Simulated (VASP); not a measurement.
# Mg6NbSi in VASP: a series of runs

Mg6NbSi is run at these levels: PBE; tasks: single point.

Everything below comes from runs of VASP 6.6.1. Logs are shortened: lines on timing, memory, paths and dates and some standing lists are left out, and cuts for length are marked.

### 1 The cell of the first run

The structure is orthorhombic, space group Amm2 (No. 38). The conventional cell has a = 4.817 Å, b = 6.251 Å, c = 10.614 Å, α = 90.00°, β = 90.00°, γ = 90.00°. Nb (site symmetry mm2) has 2 Si at 2.77 Å and 10 Mg at 2.98 to 3.18 Å within 3.7 Å. Within 3.7 Å of Si (site symmetry mm2) lie 2 Nb at 2.77 Å and 10 Mg at 2.81 to 3.35 Å. Mg (site symmetry mm2) has 10 Mg at 2.98 to 3.10 Å and 2 Nb at 3.13 Å within 3.9 Å. Within 3.9 Å of Mg (site symmetry m) lie 2 Nb at 2.98 to 3.18 Å and 8 Mg at 2.99 to 3.16 Å and 2 Si at 3.10 Å. Within 3.9 Å of Mg (site symmetry mm2) lie 10 Mg at 2.98 to 3.09 Å and 2 Si at 3.14 Å. Mg (site symmetry m) has 2 Si at 2.81 to 3.35 Å and 8 Mg at 2.99 to 3.18 Å and 2 Nb at 3.02 Å within 3.7 Å.

### 2 Single point, PBE

The input, INCAR:

```
PREC = Accurate
ENCUT = 520
EDIFF = 1E-7
ISMEAR = -1
SIGMA = 0.05
LREAL = False
LASPH = True
NELM = 60
ALGO = Fast
ISIF = 2
LWAVE = False
LCHARG = True
GGA = PE
LELF = True
LVHAR = True
NBANDS = 24
```

The input, KPOINTS:

```
Automatic mesh
0
Gamma
  6 5 5
```

The input, POSCAR:

```
Mg6NbSi
1.0
    4.8172930000      0.0000000000      0.0000000000
    0.0000000000      3.1254675000      5.3068790000
    0.0000000000     -3.1254675000      5.3068790000
Nb Si Mg
1 1 6
Direct
    0.5000000000      0.6792550000      0.6792550000
    0.0000000000      0.8080360000      0.8080360000
    0.5000000000      0.1678060000      0.1678060000
    0.5000000000      0.6722150000      0.1663010000
    0.5000000000      0.1663010000      0.6722150000
    0.0000000000      0.3337510000      0.3337510000
    0.0000000000      0.8319530000      0.3406830000
    0.0000000000      0.3406830000      0.8319530000
```

Potentials or basis: VASP PAW PBE potentials, release 64 (Nb_sv, Si, Mg).

Run with:

```sh
cat potpaw_PBE.64/Nb_sv/POTCAR potpaw_PBE.64/Si/POTCAR potpaw_PBE.64/Mg/POTCAR > POTCAR
mpirun -np 1 vasp_std > vasp.out
```

OUTCAR:

```text
PREC = Accurate
   ENCUT = 520
   EDIFF = 1E-7
   ISMEAR = -1
   LREAL = False
   LASPH = True
   NELM = 60
   ISIF = 2
   GGA = PE

 ion  position               nearest neighbor table
   1  0.500  0.679  0.679-   2 2.77   2 2.77   5 2.98   4 2.98   8 3.02   7 3.02   7 3.02   8 3.02
                             3 3.13   3 3.13   5 3.18   4 3.18
   2  0.000  0.808  0.808-   1 2.77   1 2.77   8 2.81   7 2.81   5 3.10   4 3.10   4 3.10   5 3.10
                             6 3.14   6 3.14   8 3.35   7 3.35
   3  0.500  0.168  0.168-   6 2.98   6 2.98   8 3.01   7 3.01   7 3.01   8 3.01   4 3.06   5 3.06
                             4 3.10   5 3.10   1 3.13   1 3.13
   4  0.500  0.672  0.166-   1 2.98   7 2.99   7 2.99   6 3.02   6 3.02   3 3.06   5 3.09   2 3.10
                             2 3.10   3 3.10   5 3.16   1 3.18
   5  0.500  0.166  0.672-   1 2.98   8 2.99   8 2.99   6 3.02   6 3.02   3 3.06   4 3.09   2 3.10
                             2 3.10   3 3.10   4 3.16   1 3.18
   6  0.000  0.334  0.334-   3 2.98   3 2.98   5 3.02   4 3.02   4 3.02   5 3.02   7 3.07   8 3.07
                             8 3.09   7 3.09   2 3.14   2 3.14
   7  0.000  0.832  0.341-   2 2.81   4 2.99   4 2.99   3 3.01   3 3.01   1 3.02   1 3.02   6 3.07
                             8 3.07   6 3.09   8 3.18   2 3.35
   8  0.000  0.341  0.832-   2 2.81   5 2.99   5 2.99   3 3.01   3 3.01   1 3.02   1 3.02   6 3.07
                             7 3.07   6 3.09   7 3.18   2 3.35

  LATTYP: Found a base centered orthorhombic cell.
 ALAT       =     6.2509350000
 B/A-ratio  =     1.6979472671
 C/A-ratio  =     0.7706515905

  Lattice vectors:

 A1 = (   0.0000000000,   3.1254675000,  -5.3068790000)
 A2 = (   0.0000000000,   3.1254675000,   5.3068790000)
 A3 = (   4.8172930000,   0.0000000000,   0.0000000000)

Analysis of symmetry for initial positions (statically):
=====================================================================
 Subroutine PRICEL returns:
 Original cell was already a primitive cell.

 Routine SETGRP: Setting up the symmetry group for a
 base centered orthorhombic supercell.

 Subroutine GETGRP returns: Found  4 space group operations
 (whereof  4 operations were pure point group operations)
 out of a pool of  8 trial point group operations.

The static configuration has the point symmetry C_2v.

Analysis of symmetry for dynamics (positions and initial velocities):
=====================================================================
 Subroutine PRICEL returns:
 Original cell was already a primitive cell.

 Routine SETGRP: Setting up the symmetry group for a
 base centered orthorhombic supercell.

 Subroutine GETGRP returns: Found  4 space group operations
 (whereof  4 operations were pure point group operations)
 out of a pool of  8 trial point group operations.

The dynamic configuration has the point symmetry C_2v.

 Subroutine INISYM returns: Found  4 space group operations
 (whereof  4 operations are pure point group operations),
 and found     1 'primitive' translations

----------------------------------------------------------------------------------------

                                     Primitive cell

  volume of cell :     159.8038

  direct lattice vectors                    reciprocal lattice vectors
     4.817293000  0.000000000  0.000000000     0.207585463  0.000000000  0.000000000
     0.000000000  3.125467500  5.306879000     0.000000000  0.159976068  0.094217336
     0.000000000 -3.125467500  5.306879000     0.000000000 -0.159976068  0.094217336

  length of vectors
     4.817293000  6.158856372  6.158856372     0.207585463  0.185658958  0.185658958

  position of ions in fractional coordinates (direct lattice)
     0.500000000  0.679255000  0.679255000
     0.000000000  0.808036000  0.808036000
     0.500000000  0.167806000  0.167806000
     0.500000000  0.672215000  0.166301000
     0.500000000  0.166301000  0.672215000
     0.000000000  0.333751000  0.333751000
     0.000000000  0.831953000  0.340683000
     0.000000000  0.340683000  0.831953000

  ion indices of the primitive-cell ions
   primitive index   ion index
                 1           1
                 2           2
                 3           3
                 4           4
                 5           5
                 6           6
                 7           7
                 8           8

----------------------------------------------------------------------------------------

 KPOINTS: Automatic mesh

Automatic generation of k-mesh.
 Grid dimensions read from file:
 generate k-points for:    6    5    5

 Generating k-lattice:

  Cartesian coordinates                     Fractional coordinates (reciprocal lattice)
     0.034597577  0.000000000  0.000000000     0.166666667  0.000000000  0.000000000
     0.000000000  0.031995214  0.018843467     0.000000000  0.200000000  0.000000000
     0.000000000 -0.031995214  0.018843467     0.000000000  0.000000000  0.200000000

  Length of vectors
     0.034597577  0.037131792  0.037131792

  Shift w.r.t. Gamma in fractional coordinates (k-lattice)
     0.000000000  0.000000000  0.000000000

 Subroutine IBZKPT returns following result:
 ===========================================

 Found     36 irreducible k-points:

 Following reciprocal coordinates:
            Coordinates               Weight
  0.000000  0.000000  0.000000      1.000000
  0.166667  0.000000  0.000000      2.000000
  0.333333  0.000000  0.000000      2.000000
  0.500000  0.000000  0.000000      1.000000
  0.000000  0.200000 -0.000000      4.000000
  0.166667  0.200000 -0.000000      8.000000
[... 16 lines left out ...]
  0.333333 -0.400000  0.200000      8.000000
  0.500000 -0.400000  0.200000      4.000000
 [... further k-points ...]
   k-points           NKPTS =     36   k-points in BZ     NKDIM =     36   number of bands    NBANDS=     24
   number of dos      NEDOS =    301   number of ions     NIONS =      8
   total plane-waves  NPLWV =  82944
   dimension x,y,z NGX =    36 NGY =   48 NGZ =   48
   dimension x,y,z NGXF=    72 NGYF=   96 NGZF=   96
   ions per type =               1   1   6
   NGX,Y,Z   is equivalent  to a cutoff of  12.42, 12.96, 12.96 a.u.
   NGXF,Y,Z  is equivalent  to a cutoff of  24.85, 25.91, 25.91 a.u.
 SYSTEM =  unknown system
   PREC   = accura    normal or accurate (medium, high low for compatibility)
   ISTART =      0    job   : 0-new  1-cont  2-samecut
   ICHARG =      2    charge: 1-file 2-atom 10-const
   ISPIN  =      1    spin polarized calculation?
   LNONCOLLINEAR =      F non collinear calculations
   LSORBIT =      F    spin-orbit coupling
   LASPH  =      T    aspherical Exc in radial PAW
   ENCUT  =  520.0 eV  38.22 Ry    6.18 a.u.   8.96 11.45 11.45*2*pi/ulx,y,z
   NELM   =     60;   NELMIN=  2; NELMDL= -5     # of ELM steps
   EDIFF  = 0.1E-06   stopping-criterion for ELM
   LREAL  =      F    real-space projection
   EDIFFG = 0.1E-05   stopping-criterion for IOM
   NSW    =      0    number of steps for IOM
   IBRION =     -1    ionic relax: 0-MD 1-quasi-New 2-CG
   NFREE  =      0    steps in history (QN), initial steepest desc. (CG)
   ISIF   =      2    stress and relaxation
   ISYM   =      2    0-nonsym 1-usesym 2-fastsym
   POTIM  = 0.5000    time-step for ionic-motion
   TEBEG  =    0.0;   TEEND  =   0.0 temperature during run
   PSTRESS=    0.0 pullay stress
   NELECT =      29.0000    total number of electrons
   NUPDOWN=      -1.0000    fix difference up-down
   EMIN   =  10.00;   EMAX   =-10.00  energy-range for DOS
   EFERMI =   0.00;   METHOD = LEGACY
   ISMEAR =    -1;   SIGMA  =   0.05  broadening in eV -4-tet -1-fermi 0-gaus
   EFERMI_NEDOS =   21; number of points for ismear=-14 and -15
   IALGO  =     68    algorithm
   IMIX   =      4    mixing-type and parameters
     AMIX     =   0.40;   BMIX     =  1.00
     AMIX_MAG =   1.60;   BMIX_MAG =  1.00
  volume/ion in A,a.u.               =      19.98       134.80
  Fermi-wavevector in a.u.,A,eV,Ry     =   0.926855  1.751502 11.688221  0.859060
  Thomas-Fermi vector in A             =   2.052862
   LORBIT       =      0    0 simple, 1 ext, 2 COOP (PROOUT), +10 PAW based schemes
   GGA     = PE    functional components
   LHFCALC =     F    Hartree Fock is set to
   AEXX    =    0.0000 exact exchange contribution
   IVDW    =     0    specifies the selected vdW correction
   LEPSILON=     F    determine dielectric tensor
   LRPA    =     F    only Hartree local field effects (RPA)
 non-spin polarized calculation
 RMM-DIIS sequential band-by-band and
  energy-cutoff  :      520.00
  volume of cell :      159.80
 maximum number of plane-waves:      4328
 NGX is ok and might be reduce to    36
   NGX = 17   NGY = 23   NGZ = 23

 number of electron      29.0000000 magnetization

 Free energy of the ion-electron system (eV)
  ---------------------------------------------------
  ext. energy  EPLUGINS =         0.00000000
  ---------------------------------------------------
  free energy    TOTEN  =       -23.76311211 eV

  energy without entropy =      -23.71519614  energy(sigma->0) =      -23.73915413

 E-fermi :   4.4459     XC(G=0):  -9.4198

 val. band max:        4.4453791331   @ k =   0.1667   0.2000   0.2000
 cond. band min:       4.4510590142   @ k =   0.5000   0.2000  -0.0000
 fundamental gap:      0.0056798811
 Fermi energy:         4.4459220553

 k-point     1 :       0.0000    0.0000    0.0000
  band No.  band energies     occupation
      1     -50.3355      2.00000
      2     -26.4208      2.00000
      3     -26.3970      2.00000
      4     -26.3923      2.00000
      5      -4.1895      2.00000
      6      -0.5271      2.00000
[... 16 lines left out ...]
     23       7.8135      0.00000
     24       8.4376      0.00000

 k-point     2 :       0.1667    0.0000    0.0000
  band No.  band energies     occupation
      1     -50.3355      2.00000
      2     -26.4207      2.00000
      3     -26.3969      2.00000
      4     -26.3936      2.00000
      5      -4.0445      2.00000
      6      -0.5661      2.00000
[... 16 lines left out ...]
     23       7.7962      0.00000
     24       7.8164      0.00000
[... 565 lines left out ...]
     23       8.6449      0.00000
     24       8.9372      0.00000

 k-point    24 :       0.5000   -0.4000    0.2000
  band No.  band energies     occupation
      1     -50.3354      2.00000
      2     -26.4206      2.00000
      3     -26.3975      2.00000
      4     -26.3970      2.00000
      5      -3.1402      2.00000
      6      -0.3812      2.00000
[... 16 lines left out ...]
     23       8.6465      0.00000
     24       9.3783      0.00000

 [... further k-points ...]
[... 5 lines left out ...]
  --------------------------------------------------------------------------------------
  -------------------------------------------------------------------------------------
  Total        0.0181425     -0.2527269      0.1313137      0.0000000      0.0000000      0.0000000
  in kB        0.1818954     -2.5338145      1.3165380      0.0000000      0.0000000      0.0000000
  external PRESSURE =      -0.3451270 kB  Pullay stress =       0.0000000 kB

 VOLUME and BASIS-vectors are now :
 -----------------------------------------------------------------------------
  energy-cutoff  :      520.00
  volume of cell :      159.80
      direct lattice vectors                 reciprocal lattice vectors
     4.817293000  0.000000000  0.000000000     0.207585463  0.000000000  0.000000000
     0.000000000  3.125467500  5.306879000     0.000000000  0.159976068  0.094217336
     0.000000000 -3.125467500  5.306879000     0.000000000 -0.159976068  0.094217336

 POSITION                                       TOTAL-FORCE (eV/Angst)
 -----------------------------------------------------------------------------------
      2.40865      0.00000      7.20945         0.000000      0.000000      0.049679
      0.00000      0.00000      8.57630         0.000000      0.000000     -0.080714
      2.40865      0.00000      1.78105         0.000000      0.000000      0.016484
      2.40865      1.58122      4.44990         0.000000     -0.009733      0.020530
      2.40865     -1.58122      4.44990         0.000000      0.009733      0.020530
      0.00000      0.00000      3.54235         0.000000      0.000000      0.006748
      0.00000      1.53545      6.22304         0.000000     -0.015639     -0.016628
      0.00000     -1.53545      6.22304         0.000000      0.015639     -0.016628
 -----------------------------------------------------------------------------------
    total drift:                                0.000000      0.000000      0.001371

  FREE ENERGIE OF THE ION-ELECTRON SYSTEM (eV)
  ---------------------------------------------------
  free  energy   TOTEN  =       -23.7631121109 eV

  energy  without entropy=      -23.7151961444  energy(sigma->0) =      -23.73915413
```

Wall time 5.1 min (1 thread of Intel Xeon 6975P-C, shared host); peak memory 0.36 GiB.

What came out:

```
Free energy   : -23.7631 eV
Pressure      : 0.0 GPa
Largest force : 0.081 eV/Å
```

Forces on the atoms (eV/Å):
```
Nb   0.000  0.000  0.050
Si   0.000  0.000 -0.081
Mg   0.000  0.000  0.016
Mg   0.000 -0.010  0.021
Mg   0.000  0.010  0.021
Mg   0.000  0.000  0.007
Mg   0.000 -0.016 -0.017
Mg   0.000  0.016 -0.017
```

### 3 Single point, PBE (atoms moved at random)

The input, INCAR:

```
PREC = Accurate
ENCUT = 520
EDIFF = 1E-6
ISMEAR = -1
SIGMA = 0.05
LREAL = False
LASPH = True
NELM = 60
ALGO = Fast
ISIF = 2
LWAVE = False
LCHARG = False
GGA = PE
NBANDS = 24
```

KPOINTS is that of step 2.

The input, POSCAR:

```
Mg6NbSi
1.0
    4.8172930000      0.0000000000      0.0000000000
    0.0000000000      3.1254675000      5.3068790000
    0.0000000000     -3.1254675000      5.3068790000
Nb Si Mg
1 1 6
Direct
    0.4976270000      0.6783890000      0.6770330000
   -0.0063290000      0.8116600000      0.8091390000
    0.4938020000      0.1765040000      0.1568640000
    0.4964180000      0.6705440000      0.1717300000
    0.5109950000      0.1622930000      0.6731790000
   -0.0008950000      0.3416050000      0.3305570000
   -0.0080790000      0.8364670000      0.3466140000
   -0.0057220000      0.3421310000      0.8312180000
```

Potentials or basis: VASP PAW PBE potentials, release 64 (Nb_sv, Si, Mg).

Run with:

```sh
cat potpaw_PBE.64/Nb_sv/POTCAR potpaw_PBE.64/Si/POTCAR potpaw_PBE.64/Mg/POTCAR > POTCAR
mpirun -np 1 vasp_std > vasp.out
```

Run time: 8.5 min. Hardware: 1 thread of Intel Xeon 6975P-C, shared host; peak memory 0.48 GiB.

The run converged. Its results:

```
Free energy   : -23.7344 eV
Pressure      : 0.0 GPa
Largest force : 0.260 eV/Å
```

Forces on the atoms (eV/Å):
```
Nb  -0.116 -0.031  0.182
Si   0.064 -0.032 -0.118
Mg   0.025 -0.223  0.087
Mg  -0.026  0.114  0.014
Mg  -0.250  0.071 -0.011
Mg   0.043 -0.023 -0.013
Mg   0.100  0.086 -0.104
Mg   0.161  0.037 -0.036
```

Stress tensor (GPa, compression positive):
```
 0.04  0.26  0.14
 0.26  0.01 -0.02
 0.14 -0.02 -0.10
```

Levels at points of the mesh, in eV from the Fermi level:
```csv
k point,band 10,band 11,band 12,band 13,band 14,band 15,band 16,band 17,band 18,band 19
"(0.00, 0.00, 0.00)",-2.26,-2.14,-2.11,-0.87,-0.71,-0.40,0.77,0.87,1.89,2.68
"(0.50, 0.00, 0.00)",-2.06,-1.63,-1.37,-1.17,-1.09,-0.92,-0.36,-0.33,-0.19,1.50
```

Caveat: the cell differs from its parent crystal (atoms moved at random).
